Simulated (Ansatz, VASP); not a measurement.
**Two plane-wave programs on TiO2**

```
CELL_PARAMETERS angstrom
4.59125 -0.02296 0.00000
-0.02296 4.59125 0.00000
0.00000 0.00000 2.93899
ATOMIC_POSITIONS crystal
Ti 0.00000 0.00000 0.00000
Ti 0.50000 0.50000 0.50000
O 0.30444 0.30444 0.00000
O 0.19556 0.80444 0.50000
O 0.69556 0.69556 0.00000
O 0.80444 0.19556 0.50000
```

Change from the starting cell: strain -0.0100 x Voigt [0, 0, 0, 0, 0, 1], atoms carried along.

Alike in both runs: task single point; functional PBEsol; k mesh 6 × 6 × 10; occupations gaussian, width 0.05 eV; no spin polarisation.

```csv
,VASP,Ansatz
version,VASP 6.6.1,Ansatz 0.2.0
potentials or method,"VASP PAW PBE potentials, release 64 (Ti_sv, O), cutoff 520 eV","scalar-relativistic, plane waves, PAW"
valence electrons in the cell,48,48
```

|  | VASP | Ansatz | Ansatz less VASP |
| --- | --- | --- | --- |
| gap on the k mesh at the Fermi level (eV) | 1.84 | 1.87 | +0.028 |
| least direct gap on the mesh (eV) | 1.84 | 1.87 | +0.028 |
| pressure (GPa) | 0.7 | 0.0 | -0.66 |
| traceless stress, the component that is largest in VASP (GPa) | 2.32 | 2.30 | -0.017 |
| rms of the force components (eV/Å) | 0.014 | 0.008 | -0.0056 |

VASP's potentials were made for PBE, not for PBEsol. Atom by atom the forces differ by 0.012 eV/Å (rms over components).
